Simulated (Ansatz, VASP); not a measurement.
Two plane-wave programs on B3P

```
B P
1.0
     1.96284   -2.45702    0.00062
     1.96284    2.45702    0.00062
    -1.00966    0.00000    3.75699
B P
3 1
Cartesian
  1.4580 1.3655 1.8791
  2.0916 -0.1912 2.5857
  0.8245 -0.1912 1.1726
  1.9628 -1.2543 0.0006
```

Alike in both runs: functional PBE; k mesh 16 × 16 × 12; occupations gaussian, width 0.1 eV; no spin polarisation.

Ansatz relaxed the structure, and its values are those at the end. VASP's run is a single point on that final structure, the one shown.

|  | VASP | Ansatz |
| --- | --- | --- |
| version | VASP 6.6.1 | Ansatz 0.2.0 |
| potentials or method | VASP PAW PBE potentials, release 64 (B, P), cutoff 520 eV | scalar-relativistic, plane waves, PAW |
| valence electrons in the cell | 14 | 14 |

```tsv
	VASP	Ansatz	Ansatz less VASP
gap on the k mesh at the Fermi level (eV)	none	none	-
pressure (GPa)	-0.2	0.0	+0.16
rms of the force components (eV/Å)	0.007	0.002	-0.0045
```

A gap of «none» marks a metal or a gap that the smearing closes.
